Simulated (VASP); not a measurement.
Crystal: Ru.

```xyz
1
Lattice="-1.5050 1.5050 1.5050 1.5050 -1.5050 1.5050 1.5050 1.5050 -1.5050" Properties=species:S:1:pos:R:3 pbc="T T T"
Ru    0.0000    0.0000    0.0000
```

This isn't the form of Ru at room conditions, which is hcp.

```yaml
Program: VASP 6.6.1
Task: relaxation of cell and atoms
Functional: r2SCAN
Potentials_or_basis: VASP PAW PBE potentials, release 64 (Ru_pv)
Cutoff: 550 eV
k_mesh: 12 × 12 × 12
Occupations: gaussian, width 0.05 eV
Spin: no spin polarisation
```

At the start: pressure 8.2 GPa; volume 13.64 Å³/atom.

Q: Where does the relaxation end?

A: Over 4 steps the energy falls by 8.7 meV/atom and the volume is 13.99 Å³/atom (+2.6 %); space group Im-3m (No. 229, to 0.1 Å) before and after.

The path:
| step | energy change (eV) | largest force (eV/Å) | pressure (GPa) | volume (Å³) |
| --- | --- | --- | --- | --- |
| 1 | 0.0000 | 0.0000 | 8.24 | 13.64 |
| 2 | 0.0606 | 0.0000 | -19.05 | 15.07 |
| 3 | -0.0087 | 0.0000 | -0.23 | 14.00 |
| 4 | -0.0087 | 0.0000 | -0.01 | 13.99 |

Final structure:
```xyz
1
Lattice="-1.5178 1.5178 1.5178 1.5178 -1.5178 1.5178 1.5178 1.5178 -1.5178" Properties=species:S:1:pos:R:3 pbc="T T T"
Ru    0.0000    0.0000    0.0000
```

Caveat: the PAW data sets were made with another functional, which shifts forces and pressure a little.
